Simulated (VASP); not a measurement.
# Si (I-42m) in VASP: notebook

Runs on Si. Level: LDA. Tasks: single point.

Everything below comes from runs of VASP 6.6.1. Logs are shortened: lines on timing, memory, paths and dates and some standing lists are left out, and cuts for length are marked.

## Step 1: The cell of the first run

The structure is tetragonal, space group I-42m (No. 121). Conventional cell: a = 6.547 Å, b = 6.547 Å, c = 3.785 Å, α = 90.00°, β = 90.00°, γ = 90.00°. Si (site symmetry m) has 4 Si at 2.31 to 2.36 Å within 3.0 Å.

## Step 2: Single point, LDA

The input, INCAR:

```
  ALGO = Normal
  EDIFF = 1E-7
  ENCUT = 520
  ISIF = 2
  ISMEAR = 0
  LASPH = T
  LCHARG = F
  LREAL = F
  LWAVE = F
  NBANDS = 16
  NELM = 80
  PREC = Accurate
  SIGMA = 0.03
```

The input, KPOINTS:

```
k-points
0
Gamma
  10 10 10
```

The input, POSCAR:

```
Si
1.0
   -3.2736184406      3.2736184406      1.8924154586
    3.2736184406     -3.2736184406      1.8924154586
    3.2736184406      3.2736184406     -1.8924154586
Si
4
Direct
    0.1458309641      0.1458309641      0.3576908752
    0.7881400889      0.7881400889      0.6423091248
    0.2118599111      0.8541690359      0.0000000000
    0.8541690359      0.2118599111      0.0000000000
```

Potentials or basis: VASP PAW LDA potentials, release 64 (Si).

Launch:

```console
> cat potpaw_LDA.64/Si/POTCAR > POTCAR
> mpirun -np 1 vasp_std > vasp.out
```

OUTCAR:

```text
EDIFF = 1E-7
   ENCUT = 520
   ISIF = 2
   ISMEAR = 0
   LASPH = T
   LREAL = F
   NELM = 80
   PREC = Accurate

 ion  position               nearest neighbor table
   1  0.146  0.146  0.358-   2 2.31   2 2.31   3 2.36   4 2.36
   2  0.788  0.788  0.642-   1 2.31   1 2.31   4 2.36   3 2.36
   3  0.212  0.854  0.000-   4 2.31   4 2.31   2 2.36   1 2.36
   4  0.854  0.212  0.000-   3 2.31   3 2.31   2 2.36   1 2.36

  LATTYP: Found a body centered tetragonal cell.
 ALAT       =     6.5472368812
 C/A-ratio  =     0.5780806447

  Lattice vectors:

 A1 = (  -3.2736184406,   3.2736184406,   1.8924154586)
 A2 = (   3.2736184406,  -3.2736184406,   1.8924154586)
 A3 = (   3.2736184406,   3.2736184406,  -1.8924154586)

Analysis of symmetry for initial positions (statically):
=====================================================================
 Subroutine PRICEL returns:
 Original cell was already a primitive cell.

 Routine SETGRP: Setting up the symmetry group for a
 body centered tetragonal supercell.

 Subroutine GETGRP returns: Found  8 space group operations
 (whereof  8 operations were pure point group operations)
 out of a pool of 16 trial point group operations.

The static configuration has the point symmetry D_2d.

Analysis of symmetry for dynamics (positions and initial velocities):
=====================================================================
 Subroutine PRICEL returns:
 Original cell was already a primitive cell.

 Routine SETGRP: Setting up the symmetry group for a
 body centered tetragonal supercell.

 Subroutine GETGRP returns: Found  8 space group operations
 (whereof  8 operations were pure point group operations)
 out of a pool of 16 trial point group operations.

The dynamic configuration has the point symmetry D_2d.

 Subroutine INISYM returns: Found  8 space group operations
 (whereof  8 operations are pure point group operations),
 and found     1 'primitive' translations

----------------------------------------------------------------------------------------

                                     Primitive cell

  volume of cell :      81.1209

  direct lattice vectors                    reciprocal lattice vectors
    -3.273618441  3.273618441  1.892415459     0.000000000  0.152736188  0.264212595
     3.273618441 -3.273618441  1.892415459     0.152736188  0.000000000  0.264212595
     3.273618441  3.273618441 -1.892415459     0.152736188  0.152736188  0.000000000

  length of vectors
     5.001438959  5.001438959  5.001438959     0.305182959  0.305182959  0.216001588

  position of ions in fractional coordinates (direct lattice)
     0.145830964  0.145830964  0.357690875
     0.788140089  0.788140089  0.642309125
     0.211859911  0.854169036  0.000000000
     0.854169036  0.211859911  0.000000000

  ion indices of the primitive-cell ions
   primitive index   ion index
                 1           1
                 2           2
                 3           3
                 4           4

----------------------------------------------------------------------------------------

 KPOINTS: k-points

Automatic generation of k-mesh.
 Grid dimensions read from file:
 generate k-points for:   10   10   10

 Generating k-lattice:

  Cartesian coordinates                     Fractional coordinates (reciprocal lattice)
     0.000000000  0.015273619  0.026421260     0.100000000  0.000000000 -0.000000000
     0.015273619  0.000000000  0.026421260     0.000000000  0.100000000 -0.000000000
     0.015273619  0.015273619  0.000000000     0.000000000  0.000000000  0.100000000

  Length of vectors
     0.030518296  0.030518296  0.021600159

  Shift w.r.t. Gamma in fractional coordinates (k-lattice)
     0.000000000  0.000000000  0.000000000

 Subroutine IBZKPT returns following result:
 ===========================================

 Found    102 irreducible k-points:

 Following reciprocal coordinates:
            Coordinates               Weight
  0.000000  0.000000  0.000000      1.000000
  0.100000 -0.000000  0.000000      8.000000
  0.200000 -0.000000  0.000000      8.000000
  0.300000 -0.000000  0.000000      8.000000
  0.400000 -0.000000  0.000000      8.000000
  0.500000  0.000000  0.000000      4.000000
[... 16 lines left out ...]
  0.300000  0.300000  0.000000      8.000000
  0.400000  0.300000  0.000000     16.000000
 [... further k-points ...]
   k-points           NKPTS =    102   k-points in BZ     NKDIM =    102   number of bands    NBANDS=     16
   number of dos      NEDOS =    301   number of ions     NIONS =      4
   total plane-waves  NPLWV =  64000
   dimension x,y,z NGX =    40 NGY =   40 NGZ =   40
   dimension x,y,z NGXF=    80 NGYF=   80 NGZF=   80
   ions per type =               4
   NGX,Y,Z   is equivalent  to a cutoff of  13.30, 13.30, 13.30 a.u.
   NGXF,Y,Z  is equivalent  to a cutoff of  26.59, 26.59, 26.59 a.u.
 SYSTEM =  unknown system
   PREC   = accura    normal or accurate (medium, high low for compatibility)
   ISTART =      0    job   : 0-new  1-cont  2-samecut
   ICHARG =      2    charge: 1-file 2-atom 10-const
   ISPIN  =      1    spin polarized calculation?
   LNONCOLLINEAR =      F non collinear calculations
   LSORBIT =      F    spin-orbit coupling
   LASPH  =      T    aspherical Exc in radial PAW
   ENCUT  =  520.0 eV  38.22 Ry    6.18 a.u.   9.30  9.30  9.30*2*pi/ulx,y,z
   NELM   =     80;   NELMIN=  2; NELMDL= -5     # of ELM steps
   EDIFF  = 0.1E-06   stopping-criterion for ELM
   LREAL  =      F    real-space projection
   EDIFFG = 0.1E-05   stopping-criterion for IOM
   NSW    =      0    number of steps for IOM
   IBRION =     -1    ionic relax: 0-MD 1-quasi-New 2-CG
   NFREE  =      0    steps in history (QN), initial steepest desc. (CG)
   ISIF   =      2    stress and relaxation
   ISYM   =      2    0-nonsym 1-usesym 2-fastsym
   POTIM  = 0.5000    time-step for ionic-motion
   TEBEG  =    0.0;   TEEND  =   0.0 temperature during run
   PSTRESS=    0.0 pullay stress
   NELECT =      16.0000    total number of electrons
   NUPDOWN=      -1.0000    fix difference up-down
   EMIN   =  10.00;   EMAX   =-10.00  energy-range for DOS
   EFERMI =   0.00;   METHOD = LEGACY
   ISMEAR =     0;   SIGMA  =   0.03  broadening in eV -4-tet -1-fermi 0-gaus
   EFERMI_NEDOS =   21; number of points for ismear=-14 and -15
   IALGO  =     38    algorithm
   IMIX   =      4    mixing-type and parameters
     AMIX     =   0.40;   BMIX     =  1.00
     AMIX_MAG =   1.60;   BMIX_MAG =  1.00
  volume/ion in A,a.u.               =      20.28       136.86
  Fermi-wavevector in a.u.,A,eV,Ry     =   0.952951  1.800817 12.355666  0.908116
  Thomas-Fermi vector in A             =   2.081561
   LORBIT       =      0    0 simple, 1 ext, 2 COOP (PROOUT), +10 PAW based schemes
   GGA     = CA    functional components
   LHFCALC =     F    Hartree Fock is set to
   AEXX    =    0.0000 exact exchange contribution
   IVDW    =     0    specifies the selected vdW correction
   LEPSILON=     F    determine dielectric tensor
   LRPA    =     F    only Hartree local field effects (RPA)
 non-spin polarized calculation
 Gauss-broadening in eV      SIGMA  =   0.03
  energy-cutoff  :      520.00
  volume of cell :       81.12
 maximum number of plane-waves:      2239
 NGX is ok and might be reduce to    40
   NGX = 19   NGY = 19   NGZ = 19

 number of electron      16.0000000 magnetization

 Free energy of the ion-electron system (eV)
  ---------------------------------------------------
  ext. energy  EPLUGINS =         0.00000000
  ---------------------------------------------------
  free energy    TOTEN  =       -23.30924007 eV

  energy without entropy =      -23.30913058  energy(sigma->0) =      -23.30918533

 E-fermi :   5.9272     XC(G=0):  -9.4924

 val. band max:        5.8380632621   @ k =   0.5000   0.5000   0.4000
 cond. band min:       5.9307652634   @ k =   0.5000   0.5000   0.5000
 fundamental gap:      0.0927020013
 Fermi energy:         5.9272429867

 k-point     1 :       0.0000    0.0000    0.0000
  band No.  band energies     occupation
      1      -6.4985      2.00000
      2      -2.0907      2.00000
      3       0.1974      2.00000
      4       0.1974      2.00000
      5       1.9497      2.00000
      6       4.3112      2.00000
[... 8 lines left out ...]
     15      11.1768      0.00000
     16      12.2790      0.00000

 k-point     2 :       0.1000   -0.0000    0.0000
  band No.  band energies     occupation
      1      -6.3827      2.00000
      2      -2.1190      2.00000
      3       0.0520      2.00000
      4       0.3758      2.00000
      5       2.0604      2.00000
      6       3.6530      2.00000
[... 8 lines left out ...]
     15      10.6731      0.00000
     16      12.8205      0.00000

 k-point     3 :       0.2000   -0.0000    0.0000
  band No.  band energies     occupation
      1      -6.0407      2.00000
      2      -2.1371      2.00000
      3      -0.3615      2.00000
      4       0.6761      2.00000
      5       2.2271      2.00000
      6       2.5305      2.00000
[... 8 lines left out ...]
     15      11.0691      0.00000
     16      12.8059      0.00000

 k-point     4 :       0.3000   -0.0000    0.0000
  band No.  band energies     occupation
      1      -5.4952      2.00000
      2      -2.0541      2.00000
      3      -1.0923      2.00000
      4       0.4635      2.00000
      5       1.7026      2.00000
      6       2.2994      2.00000
[... 8 lines left out ...]
     15      12.1755      0.00000
     16      12.6346      0.00000
[... 324 lines left out ...]
 k-point    22 :      -0.2000    0.2000    0.0000
  band No.  band energies     occupation
      1      -6.2713      2.00000
      2      -2.9121      2.00000
      3       0.2431      2.00000
      4       0.3782      2.00000
      5       2.9529      2.00000
      6       4.0877      2.00000
[... 8 lines left out ...]
     15      11.6409      0.00000
     16      13.0005      0.00000

 k-point    23 :       0.3000    0.3000    0.0000
  band No.  band energies     occupation
      1      -4.3081      2.00000
      2      -2.9293      2.00000
      3      -2.0972      2.00000
      4       0.0489      2.00000
      5       1.1948      2.00000
      6       2.8948      2.00000
[... 8 lines left out ...]
     15      12.3635      0.00000
     16      13.7699      0.00000

 k-point    24 :       0.4000    0.3000    0.0000
  band No.  band energies     occupation
      1      -4.7302      2.00000
      2      -3.5312      2.00000
      3      -1.3749      2.00000
      4       0.7182      2.00000
      5       1.4374      2.00000
      6       2.7465      2.00000
[... 8 lines left out ...]
     15      11.9834      0.00000
     16      12.7552      0.00000

 [... further k-points ...]
[... 5 lines left out ...]
  --------------------------------------------------------------------------------------
  -------------------------------------------------------------------------------------
  Total        0.7759630      0.7759630      1.1298636      0.0000000      0.0000000      0.0000000
  in kB       15.3256535     15.3256535     22.3153648      0.0000000      0.0000000      0.0000000
  external PRESSURE =      17.6555572 kB  Pullay stress =       0.0000000 kB

 VOLUME and BASIS-vectors are now :
 -----------------------------------------------------------------------------
  energy-cutoff  :      520.00
  volume of cell :       81.12
      direct lattice vectors                 reciprocal lattice vectors
    -3.273618441  3.273618441  1.892415459     0.000000000  0.152736188  0.264212595
     3.273618441 -3.273618441  1.892415459     0.152736188  0.000000000  0.264212595
     3.273618441  3.273618441 -1.892415459     0.152736188  0.152736188  0.000000000

 POSITION                                       TOTAL-FORCE (eV/Angst)
 -----------------------------------------------------------------------------------
      1.17094      1.17094     -0.12495        -0.081897     -0.081897      0.243476
      2.10267      2.10267      1.76746         0.081897      0.081897      0.243476
      2.10267     -2.10267      2.01737         0.081897     -0.081897     -0.243476
     -2.10267      2.10267      2.01737        -0.081897      0.081897     -0.243476
 -----------------------------------------------------------------------------------
    total drift:                                0.000000      0.000000      0.000000

  FREE ENERGIE OF THE ION-ELECTRON SYSTEM (eV)
  ---------------------------------------------------
  free  energy   TOTEN  =       -23.3092400715 eV

  energy  without entropy=      -23.3091305836  energy(sigma->0) =      -23.30918533
```

It took 69 s on 1 thread of Intel Xeon Platinum 8559C (Emerald Rapids), shared host; peak memory 0.24 GiB.

Results:

* Free energy: -23.3092 eV
* Pressure: 1.8 GPa
* Largest force: 0.270 eV/Å

Forces on the atoms (eV/Å):
```
Si  -0.082 -0.082  0.243
Si   0.082  0.082  0.243
Si   0.082 -0.082 -0.243
Si  -0.082  0.082 -0.243
```

## Step 3: Single point, LDA

This run uses another cell than the first one, of 21.85 Å³/atom, 1.078 times its volume.

The input, INCAR:

```
SYSTEM = Si
PREC = Accurate ; ENCUT = 520
EDIFF = 1E-6 ; ISMEAR = 0
SIGMA = 0.03 ; LREAL = .FALSE.
LASPH = .TRUE. ; NELM = 80
ALGO = Normal ; ISIF = 2
LWAVE = .FALSE. ; LCHARG = .FALSE.
NBANDS = 16
```

The input, KPOINTS:

```
regular mesh
0
G
  10 10 10
  0 0 0
```

The input, POSCAR:

```
Si
1.0
   -3.3561438626      3.3561438626      1.9401218077
    3.3561438626     -3.3561438626      1.9401218077
    3.3561438626      3.3561438626     -1.9401218077
Si
4
Direct
    0.1568357886      0.1568357886      0.3576908752
    0.7991449134      0.7991449134      0.6423091248
    0.2008550866      0.8431642114      0.0000000000
    0.8431642114      0.2008550866      0.0000000000
```

Potentials or basis: VASP PAW LDA potentials, release 64 (Si).

Launch:

```console
> cat potpaw_LDA.64/Si/POTCAR > POTCAR
> mpirun -np 1 vasp_std > vasp.out
```

Run time: 70 s. Hardware: 1 thread of Intel Xeon Platinum 8559C (Emerald Rapids), shared host; peak memory 0.24 GiB.

Results (log left out):

- Free energy: -23.2947 eV
- Pressure: -4.2 GPa
- Largest force: 0.240 eV/Å
- Band gap on the k mesh: 0.29 eV, indirect (least direct gap 0.46 eV)

Forces on the atoms (eV/Å):
```
Si  -0.088 -0.088  0.205
Si   0.088  0.088  0.205
Si   0.088 -0.088 -0.205
Si  -0.088  0.088 -0.205
```

Stress tensor (GPa, compression positive):
```
-4.10  0.00  0.00
 0.00 -4.10  0.00
 0.00  0.00 -4.25
```

Levels at points of the mesh, in eV from the valence-band top:
| k point | band 4 | band 5 | band 6 | band 7 | band 8 | band 9 | band 10 | band 11 | band 12 | band 13 |
| --- | --- | --- | --- | --- | --- | --- | --- | --- | --- | --- |
| (0.00, 0.00, 0.00) | -5.51 | -3.66 | -1.48 | -1.48 | -0.52 | 1.40 | 1.40 | 1.41 | 2.23 | 2.23 |
| (0.50, 0.00, 0.00) | -6.11 | -4.25 | -3.44 | -2.31 | -1.40 | 0.75 | 2.20 | 2.92 | 3.42 | 4.03 |
| (0.50, 0.50, 0.00) | -4.92 | -2.76 | -1.98 | -1.87 | -1.61 | 1.43 | 1.80 | 1.84 | 3.84 | 4.25 |
| (0.50, 0.50, 0.50) | -4.91 | -2.88 | -0.44 | 0.00 | 0.00 | 0.46 | 2.66 | 3.35 | 3.92 | 4.38 |

A k mesh can miss the band edges.
